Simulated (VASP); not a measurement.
Input of a VASP 6.6.1 run:

The input INCAR:

```
SYSTEM = Ta
PREC = Accurate ; ENCUT = 520
EDIFF = 1E-7 ; ISMEAR = 0
SIGMA = 0.15 ; LREAL = .FALSE.
LASPH = .TRUE. ; NELM = 60
ALGO = Fast ; ISIF = 2
LWAVE = .FALSE. ; LCHARG = .FALSE.
GGA = PE ; NBANDS = 12
```

Contents of KPOINTS:

```
regular mesh
0
G
  18 18 18
  0 0 0
```

Contents of POSCAR:

```
Ta
1.0
   -1.8420267615      1.6594835689      1.8461754704
    1.8420267615     -1.6594835689      1.8461754704
    1.8420267615      1.6594835689     -1.8461754704
Ta
1
Direct
    0.0000000000      0.0000000000      0.0000000000
```

Potentials or basis: VASP PAW PBE potentials, release 64 (Ta_pv).

Command:

```bash
$ cat potpaw_PBE.64/Ta_pv/POTCAR > POTCAR
$ mpirun -np 1 vasp_std > vasp.out
```

What does it give for the pressure?

-26.8 GPa.

Estimate the band gap on the k mesh.

zero (an odd number of electrons rules out a gap without spin polarisation).

Stress tensor (GPa, compression positive):
```
-27.40   0.00   0.00
  0.00 -25.36   0.00
  0.00   0.00 -27.53
```

Caveat: the cell differs from its parent crystal (normal strain along x +0.1100, normal strain along z +0.1125); the cell stands under tension; spin-orbit coupling is left out, which moves the levels of the heavy elements.
